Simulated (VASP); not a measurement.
The system is Ga2O3.

```
Ga O
1.0
     2.43062    1.40332    2.99472
    -2.43062    1.40332    2.99472
     0.00000   -2.80663    2.99472
Ga O
2 3
Direct
  0.19219 0.19219 0.19219
  0.80781 0.80781 0.80781
  0.50000 0.50000 0.00000
  0.00000 0.50000 0.50000
  0.50000 0.00000 0.50000
```

The cell was generated, and may not be a known phase.

Base run:

```yaml
Program: VASP 6.6.1
Functional: PBE
Potentials_or_basis: VASP PAW PBE potentials, release 64 (Ga_d, O)
Cutoff: 520 eV
k_mesh: 6 × 6 × 6
Occupations: gaussian, width 0.1 eV
Spin: no spin polarisation
```

Its results: pressure 6.6 GPa; largest force 0.988 eV/Å.

The run is repeated on the same cell with these changes: spin from no spin polarisation to collinear spin, ferromagnetic start; further incar settings from ALGO = Normal; EDIFF = 1e-07; NBANDS = 30 to ALGO = Normal; EDIFF = 1e-06; NBANDS = 34. What comes out?

Pressure 7.7 GPa; net moment -1.19 μB per cell; site moments Ga -0.00; O -0.35 μB; largest force 0.709 eV/Å.

Caveats: the stress differs along the axes, from -16 to 18 GPa (at least some runs); the stress differs along the axes, from -13 to 18 GPa (at least some runs); a moment this small can come from the mesh or the smearing (at least some runs).
